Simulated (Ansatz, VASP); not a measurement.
## One calculation of GaPt2F, two programs

Contents of INCAR:

```
SYSTEM = GaPt2F
PREC     = Accurate       ! precision mode
ENCUT    = 520            ! plane-wave cutoff, eV
EDIFF    = 1E-7           ! SCF threshold, eV
ISMEAR   = 0              ! smearing method
SIGMA    = 0.1            ! smearing width, eV
LREAL    = .False.        ! projectors in reciprocal space
LASPH    = .True.         ! aspherical terms in the spheres
NELM     = 80             ! most SCF steps
ALGO     = Normal         ! electronic algorithm
ISIF     = 2              ! what is computed and relaxed
LWAVE    = .False.        ! write WAVECAR
LCHARG   = .False.        ! write CHGCAR
GGA      = PE             ! functional
NBANDS   = 28             ! bands
```

The input KPOINTS:

```
regular mesh
0
Gamma
  6 6 4
  0 0 0
```

POSCAR

```
GaPt2F
1.0
    3.3781497800      0.0000000000      0.0000000000
   -1.6890748900      2.9255635300      0.0000000000
    0.0000000000      0.0000000000      6.1358355300
Ga Pt F
1 2 1
Direct
    0.0000000000      0.0000000000      0.0000000000
    0.0000000000      0.0000000000      0.2735285200
    0.0000000000      0.0000000000      0.7264714800
    0.0000000000      0.0000000000      0.5000000000
```

Input for Ansatz:

```yaml
crystal:
  lattice:
    - [3.37814978, 0.0, 0.0]
    - [-1.68907489, 2.92556353, 0.0]
    - [0.0, 0.0, 6.13583553]
  atoms:
    - { symbol: Ga, position: [0.0, 0.0, 0.0] }
    - { symbol: Pt, position: [0.0, 0.0, 0.27352852] }
    - { symbol: Pt, position: [0.0, 0.0, 0.72647148] }
    - { symbol: F, position: [0.0, 0.0, 0.5] }
basis:
  ecutwfc: 420
kpoints:
  mp_grid: { grid: [6, 6, 4] }
hamiltonian:
  xc: pbe
scf:
  occupations: { method: gaussian, width: 0.1 }
  lower_state_search: "off"
output:
  forces: true
  stress: true
  eigenvalues: true
```

Alike in both runs: task single point; functional PBE; k mesh 6 × 6 × 4; occupations gaussian, width 0.1 eV; no spin polarisation.

|  | VASP | Ansatz |
| --- | --- | --- |
| version | VASP 6.6.1 | Ansatz 0.2.0 |
| potentials or method | VASP PAW PBE potentials, release 64 (Ga_d, Pt, F), cutoff 520 eV | scalar-relativistic, plane waves, PAW |
| valence electrons in the cell | 40 | 56 |

|  | VASP | Ansatz | Ansatz less VASP |
| --- | --- | --- | --- |
| gap on the k mesh at the Fermi level (eV) | none | none | - |
| rms of the force components (eV/Å) | 7.690 | 7.440 | -0.2496 |

Atom by atom the forces differ by 0.250 eV/Å (rms over components). A gap of «none» marks a metal or a gap that the smearing closes. VASP's potentials hold 40 valence electrons a cell and Ansatz's 56, so a difference there can come from the potentials and not from the codes.

Neither program's run includes spin-orbit coupling.
